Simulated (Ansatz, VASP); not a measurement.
# Two plane-wave programs on EuMn

INCAR

```
PREC = Accurate
ENCUT = 520
EDIFF = 1E-6
ISMEAR = 0
SIGMA = 0.05
LREAL = False
LASPH = True
NELM = 150
ALGO = Normal
ISIF = 2
LWAVE = False
LCHARG = False
ISPIN = 2
MAGMOM = 7.4 -3.89
LORBIT = 11
LMAXMIX = 6
GGA = PS
NBANDS = 26
```

KPOINTS

```
Automatic mesh
0
Gamma
  8 8 8
```

The input POSCAR:

```
EuMn
1.0
    3.4950316521      0.0000000000      0.0000000000
    0.0000000000      3.4950316521      0.0000000000
    0.0000000000      0.0000000000      3.4950316521
Eu Mn
1 1
Direct
    0.0000000000      0.0000000000      0.0000000000
    0.5000000000      0.5000000000      0.5000000000
```

Input for Ansatz:

```yaml
crystal:
  lattice:
    - [3.4950316521, 0.0, 0.0]
    - [0.0, 3.4950316521, 0.0]
    - [0.0, 0.0, 3.4950316521]
  atoms:
    - { symbol: Eu, position: [0.0, 0.0, 0.0], spin: 7.4 }
    - { symbol: Mn, position: [0.5, 0.5, 0.5], spin: -3.89 }
basis:
  ecutwfc: 420
  ecutrho_ratio: 4
kpoints:
  mp_grid: { grid: [8, 8, 8] }
hamiltonian:
  xc: pbesol
scf:
  occupations: { method: gaussian, width: 0.05 }
output:
  forces: true
  stress: true
  eigenvalues: true
  populations: true
magnetization:
  spin_polarized: true
```

Alike in both runs: task single point; functional PBEsol; k mesh 8 × 8 × 8; occupations gaussian, width 0.05 eV; collinear spin.

|  | VASP | Ansatz |
| --- | --- | --- |
| version | VASP 6.6.1 | Ansatz 0.2.0 |
| potentials or method | VASP PAW PBE potentials, release 64 (Eu, Mn_pv), cutoff 520 eV | scalar-relativistic, plane waves, PAW |
| valence electrons in the cell | 30 | 32 |

|  | VASP | Ansatz | Ansatz less VASP |
| --- | --- | --- | --- |
| gap on the k mesh at the Fermi level (eV) | none | none | - |
| pressure (GPa) | 0.9 | 0.9 | +0.02 |
| net moment per atom (μB) | 1.78 | 1.78 | -0.001 |
| size of the moment on the site where the two differ most (μB) | 6.57 | 6.71 | +0.138 |

VASP's potentials were made for PBE, not for PBEsol. Site moments also hang on the region over which each program counts them. A gap of «none» marks a metal or a gap that the smearing closes. VASP's potentials hold 30 valence electrons a cell and Ansatz's 32, so a difference there can come from the potentials and not from the codes. Ansatz's warnings: given moment on shells.

Neither program's run includes spin-orbit coupling.
